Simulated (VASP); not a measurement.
# VSi2 (lda) (P6_222) in VASP: notebook

The runs below take VSi2 (lda) through single point, relaxation of cell and atoms, with LDA.

Program: VASP 6.6.1. These are calculated values, not measurements. Logs are shortened: lines on timing, memory, paths and dates and some standing lists are left out, and cuts for length are marked.

## (1) The cell of the first run

It takes space group P6_222 (No. 180, hexagonal). Conventional cell: a = 4.491 Å, b = 4.491 Å, c = 6.279 Å, α = 90.00°, β = 90.00°, γ = 120.00°. Within 3.3 Å of V (site symmetry 222) lie 10 Si at 2.47 to 2.62 Å and 4 V at 3.07 Å. Si (site symmetry 2) has 9 Si at 2.45 to 3.10 Å and 5 V at 2.47 to 2.62 Å within 3.2 Å.

## (2) Single point, LDA

INCAR

```
SYSTEM = VSi2
PREC = Accurate
ENCUT = 520
EDIFF = 1E-6
ISMEAR = 0
SIGMA = 0.1
LREAL = .False.
LASPH = .True.
NELM = 100
ALGO = Normal
ISIF = 2
LWAVE = .False.
LCHARG = .False.
NBANDS = 42
```

KPOINTS

```
regular mesh
0
Gamma
  9 9 6
  0 0 0
```

POSCAR

```
VSi2
1.0
    4.4911847450      0.0000000000      0.0000000000
   -2.2455923725      3.8894800823      0.0000000000
    0.0000000000      0.0000000000      6.2788104972
V Si
3 6
Direct
    0.0000000000      0.5000000000      0.1666666667
    0.5000000000      0.5000000000      0.8333333333
    0.5000000000      0.0000000000      0.5000000000
    0.8366171365      0.6732342730      0.5000000000
    0.1633828635      0.8366171365      0.8333333333
    0.6732342730      0.8366171365      0.1666666667
    0.1633828635      0.3267657270      0.5000000000
    0.8366171365      0.1633828635      0.8333333333
    0.3267657270      0.1633828635      0.1666666667
```

Potentials or basis: VASP PAW LDA potentials, release 64 (V_sv, Si).

Command:

```
cat potpaw_LDA.64/V_sv/POTCAR potpaw_LDA.64/Si/POTCAR > POTCAR
mpirun -np 1 vasp_std > vasp.out
```

OUTCAR:

```text
SYSTEM = VSi2
   PREC = Accurate
   ENCUT = 520
   EDIFF = 1E-6
   ISMEAR = 0
   LREAL = .False.
   LASPH = .True.
   NELM = 100
   ISIF = 2

 ion  position               nearest neighbor table
   1  0.000  0.500  0.167-   4 2.47   7 2.47   5 2.47   8 2.47   6 2.58   9 2.58   9 2.58   6 2.58
                             6 2.62   9 2.62
   2  0.500  0.500  0.833-   4 2.47   7 2.47   6 2.47   9 2.47   5 2.58   8 2.58   5 2.58   8 2.58
                             8 2.62   5 2.62
   3  0.500  0.000  0.500-   6 2.47   9 2.47   8 2.47   5 2.47   7 2.58   4 2.58   7 2.58   4 2.58
                             7 2.62   4 2.62
   4  0.837  0.673  0.500-   5 2.45   6 2.45   1 2.47   2 2.47   7 2.54   3 2.58   3 2.58   3 2.62
                             7 2.62   7 2.62   8 3.04   9 3.04   8 3.10   9 3.10
   5  0.163  0.837  0.833-   4 2.45   9 2.45   3 2.47   1 2.47   8 2.54   2 2.58   2 2.58   2 2.62
                             8 2.62   8 2.62   7 3.04   6 3.04   7 3.10   6 3.10
   6  0.673  0.837  0.167-   4 2.45   8 2.45   3 2.47   2 2.47   9 2.54   1 2.58   1 2.58   1 2.62
                             9 2.62   9 2.62   7 3.04   5 3.04   7 3.10   5 3.10
   7  0.163  0.327  0.500-   8 2.45   9 2.45   1 2.47   2 2.47   4 2.54   3 2.58   3 2.58   3 2.62
                             4 2.62   4 2.62   5 3.04   6 3.04   6 3.10   5 3.10
   8  0.837  0.163  0.833-   7 2.45   6 2.45   3 2.47   1 2.47   5 2.54   2 2.58   2 2.58   2 2.62
                             5 2.62   5 2.62   4 3.04   9 3.04   4 3.10   9 3.10
   9  0.327  0.163  0.167-   7 2.45   5 2.45   3 2.47   2 2.47   6 2.54   1 2.58   1 2.58   1 2.62
                             6 2.62   6 2.62   4 3.04   8 3.04   4 3.10   8 3.10

  LATTYP: Found a hexagonal cell.
 ALAT       =     4.4911847450
 C/A-ratio  =     1.3980298860

  Lattice vectors:

 A1 = (   4.4911847450,   0.0000000000,   0.0000000000)
 A2 = (  -2.2455923725,   3.8894800823,   0.0000000000)
 A3 = (   0.0000000000,   0.0000000000,   6.2788104972)

Analysis of symmetry for initial positions (statically):
=====================================================================
 Subroutine PRICEL returns:
 Original cell was already a primitive cell.

 Routine SETGRP: Setting up the symmetry group for a
 hexagonal supercell.

 Subroutine GETGRP returns: Found 12 space group operations
 (whereof  4 operations were pure point group operations)
 out of a pool of 24 trial point group operations.

The static configuration has the point symmetry D_2 .
 The point group associated with its full space group is D_6 .

Analysis of symmetry for dynamics (positions and initial velocities):
=====================================================================
 Subroutine PRICEL returns:
 Original cell was already a primitive cell.

 Routine SETGRP: Setting up the symmetry group for a
 hexagonal supercell.

 Subroutine GETGRP returns: Found 12 space group operations
 (whereof  4 operations were pure point group operations)
 out of a pool of 24 trial point group operations.

The dynamic configuration has the point symmetry D_2 .
 The point group associated with its full space group is D_6 .

 Subroutine INISYM returns: Found 12 space group operations
 (whereof  4 operations are pure point group operations),
 and found     1 'primitive' translations

----------------------------------------------------------------------------------------

                                     Primitive cell

  volume of cell :     109.6806

  direct lattice vectors                    reciprocal lattice vectors
     4.491184745  0.000000000  0.000000000     0.222658398  0.128551886  0.000000000
    -2.245592372  3.889480082  0.000000000     0.000000000  0.257103772  0.000000000
     0.000000000  0.000000000  6.278810497     0.000000000  0.000000000  0.159265836

  length of vectors
     4.491184745  4.491184745  6.278810497     0.257103772  0.257103772  0.159265836

  position of ions in fractional coordinates (direct lattice)
     1.000000000  0.500000000  0.166666667
     0.500000000  0.500000000  0.833333333
     0.500000000  0.000000000  0.500000000
     0.836617137  0.673234273  0.500000000
     0.163382863  0.836617137  0.833333333
     0.673234273  0.836617137  0.166666667
     0.163382863  0.326765727  0.500000000
     0.836617137  0.163382863  0.833333333
     0.326765727  0.163382863  0.166666667

  ion indices of the primitive-cell ions
   primitive index   ion index
                 1           1
                 2           2
                 3           3
                 4           4
                 5           5
                 6           6
                 7           7
                 8           8
                 9           9

----------------------------------------------------------------------------------------

 KPOINTS: regular mesh

Automatic generation of k-mesh.
 Grid dimensions read from file:
 generate k-points for:    9    9    6

 Generating k-lattice:

  Cartesian coordinates                     Fractional coordinates (reciprocal lattice)
     0.024739822  0.014283543  0.000000000     0.111111111 -0.000000000  0.000000000
     0.000000000  0.028567086  0.000000000     0.000000000  0.111111111  0.000000000
     0.000000000  0.000000000  0.026544306     0.000000000  0.000000000  0.166666667

  Length of vectors
     0.028567086  0.028567086  0.026544306

  Shift w.r.t. Gamma in fractional coordinates (k-lattice)
     0.000000000  0.000000000  0.000000000

 Subroutine IBZKPT returns following result:
 ===========================================

 Found     48 irreducible k-points:

 Following reciprocal coordinates:
            Coordinates               Weight
  0.000000  0.000000  0.000000      1.000000
  0.111111  0.000000  0.000000      6.000000
  0.222222  0.000000  0.000000      6.000000
  0.333333  0.000000  0.000000      6.000000
  0.444444  0.000000  0.000000      6.000000
  0.111111  0.111111  0.000000      6.000000
[... 16 lines left out ...]
  0.333333  0.222222  0.166667     24.000000
  0.333333  0.333333  0.166667      4.000000
 [... further k-points ...]
   k-points           NKPTS =     48   k-points in BZ     NKDIM =     48   number of bands    NBANDS=     42
   number of dos      NEDOS =    301   number of ions     NIONS =      9
   total plane-waves  NPLWV =  62208
   dimension x,y,z NGX =    36 NGY =   36 NGZ =   48
   dimension x,y,z NGXF=    72 NGYF=   72 NGZF=   96
   ions per type =               3   6
   NGX,Y,Z   is equivalent  to a cutoff of  13.33, 13.33, 12.71 a.u.
   NGXF,Y,Z  is equivalent  to a cutoff of  26.65, 26.65, 25.42 a.u.
 SYSTEM =  VSi2
   PREC   = accura    normal or accurate (medium, high low for compatibility)
   ISTART =      0    job   : 0-new  1-cont  2-samecut
   ICHARG =      2    charge: 1-file 2-atom 10-const
   ISPIN  =      1    spin polarized calculation?
   LNONCOLLINEAR =      F non collinear calculations
   LSORBIT =      F    spin-orbit coupling
   LASPH  =      T    aspherical Exc in radial PAW
   ENCUT  =  520.0 eV  38.22 Ry    6.18 a.u.   8.35  8.35 11.67*2*pi/ulx,y,z
   NELM   =    100;   NELMIN=  2; NELMDL= -5     # of ELM steps
   EDIFF  = 0.1E-05   stopping-criterion for ELM
   LREAL  =      F    real-space projection
   EDIFFG = 0.1E-04   stopping-criterion for IOM
   NSW    =      0    number of steps for IOM
   IBRION =     -1    ionic relax: 0-MD 1-quasi-New 2-CG
   NFREE  =      0    steps in history (QN), initial steepest desc. (CG)
   ISIF   =      2    stress and relaxation
   ISYM   =      2    0-nonsym 1-usesym 2-fastsym
   POTIM  = 0.5000    time-step for ionic-motion
   TEBEG  =    0.0;   TEEND  =   0.0 temperature during run
   PSTRESS=    0.0 pullay stress
   NELECT =      63.0000    total number of electrons
   NUPDOWN=      -1.0000    fix difference up-down
   EMIN   =  10.00;   EMAX   =-10.00  energy-range for DOS
   EFERMI =   0.00;   METHOD = LEGACY
   ISMEAR =     0;   SIGMA  =   0.10  broadening in eV -4-tet -1-fermi 0-gaus
   EFERMI_NEDOS =   21; number of points for ismear=-14 and -15
   IALGO  =     38    algorithm
   IMIX   =      4    mixing-type and parameters
     AMIX     =   0.40;   BMIX     =  1.00
     AMIX_MAG =   1.60;   BMIX_MAG =  1.00
  volume/ion in A,a.u.               =      12.19        82.24
  Fermi-wavevector in a.u.,A,eV,Ry     =   1.360855  2.571642 25.196973  1.851925
  Thomas-Fermi vector in A             =   2.487481
   LORBIT       =      0    0 simple, 1 ext, 2 COOP (PROOUT), +10 PAW based schemes
   GGA     = CA    functional components
   LHFCALC =     F    Hartree Fock is set to
   AEXX    =    0.0000 exact exchange contribution
   IVDW    =     0    specifies the selected vdW correction
   LEPSILON=     F    determine dielectric tensor
   LRPA    =     F    only Hartree local field effects (RPA)
 non-spin polarized calculation
 Gauss-broadening in eV      SIGMA  =   0.10
  energy-cutoff  :      520.00
  volume of cell :      109.68
 maximum number of plane-waves:      2993
 NGX is ok and might be reduce to    36
   NGX = 17   NGY = 17   NGZ = 23

 number of electron      63.0000013 magnetization

 Free energy of the ion-electron system (eV)
  ---------------------------------------------------
  ext. energy  EPLUGINS =         0.00000000
  ---------------------------------------------------
  free energy    TOTEN  =       -70.83393499 eV

  energy without entropy =      -70.79937995  energy(sigma->0) =      -70.81665747

 E-fermi :  11.7654     XC(G=0): -12.5620

 val. band max:       11.7620563464   @ k =   0.3333   0.3333   0.3333
 cond. band min:      11.7828473376   @ k =   0.3333   0.1111   0.3333
 fundamental gap:      0.0207909912
 Fermi energy:        11.7654182314

 k-point     1 :       0.0000    0.0000    0.0000
  band No.  band energies     occupation
      1     -51.3243      2.00000
      2     -51.3041      2.00000
      3     -51.3041      2.00000
      4     -25.7441      2.00000
      5     -25.7441      2.00000
      6     -25.7133      2.00000
[... 34 lines left out ...]
     41      15.0689      0.00000
     42      15.2615      0.00000
[... 994 lines left out ...]
      2     -51.3119      2.00000
      3     -51.3045      2.00000
      4     -25.7672      2.00000
      5     -25.7379      2.00000
      6     -25.7196      2.00000
[... 34 lines left out ...]
     41      15.1953      0.00000
     42      15.7011      0.00000

 [... further k-points ...]
[... 5 lines left out ...]
  --------------------------------------------------------------------------------------
  -------------------------------------------------------------------------------------
  Total        0.1756371      0.1756371      0.2139743      0.0000000      0.0000000      0.0000000
  in kB        2.5656478      2.5656478      3.1256644      0.0000000      0.0000000      0.0000000
  external PRESSURE =       2.7523200 kB  Pullay stress =       0.0000000 kB

 VOLUME and BASIS-vectors are now :
 -----------------------------------------------------------------------------
  energy-cutoff  :      520.00
  volume of cell :      109.68
      direct lattice vectors                 reciprocal lattice vectors
     4.491184745  0.000000000  0.000000000     0.222658398  0.128551886  0.000000000
    -2.245592372  3.889480082  0.000000000     0.000000000  0.257103772  0.000000000
     0.000000000  0.000000000  6.278810497     0.000000000  0.000000000  0.159265836

 POSITION                                       TOTAL-FORCE (eV/Angst)
 -----------------------------------------------------------------------------------
     -1.12280      1.94474      1.04647         0.000000     -0.000000     -0.000000
      1.12280      1.94474      5.23234         0.000000     -0.000000     -0.000000
      2.24559      0.00000      3.13941         0.000000     -0.000000      0.000000
      2.24559      2.61853      3.13941         0.000000     -0.000151      0.000000
     -1.14492      3.25401      5.23234         0.000131     -0.000075      0.000000
      1.14492      3.25401      1.04647        -0.000131     -0.000075      0.000000
     -0.00000      1.27095      3.13941         0.000000      0.000151      0.000000
      3.39051      0.63547      5.23234        -0.000131      0.000075      0.000000
      1.10067      0.63547      1.04647         0.000131      0.000075      0.000000
 -----------------------------------------------------------------------------------
    total drift:                               -0.000000      0.000000      0.000001

  FREE ENERGIE OF THE ION-ELECTRON SYSTEM (eV)
  ---------------------------------------------------
  free  energy   TOTEN  =       -70.8339349933 eV

  energy  without entropy=      -70.7993799478  energy(sigma->0) =      -70.81665747
```

Run time: 3.4 min. Hardware: 1 thread of Intel Xeon Platinum 8488C (Sapphire Rapids), shared host; peak memory 0.29 GiB.

Results:

```
Free energy : -70.8339 eV
Pressure    : 0.3 GPa
```

Levels at points of the mesh, in eV from the Fermi level:
```csv
k point,band 28,band 29,band 30,band 31,band 32,band 33,band 34,band 35,band 36,band 37
"(0.00, 0.00, 0.00)",-2.15,-2.15,-1.89,-1.89,-1.71,0.35,2.22,2.56,2.56,2.63
"(0.00, 0.00, 0.50)",-1.98,-1.91,-1.91,-1.70,0.55,0.55,2.23,2.60,2.64,2.72
```

(Part 1 of 2 ends here.)
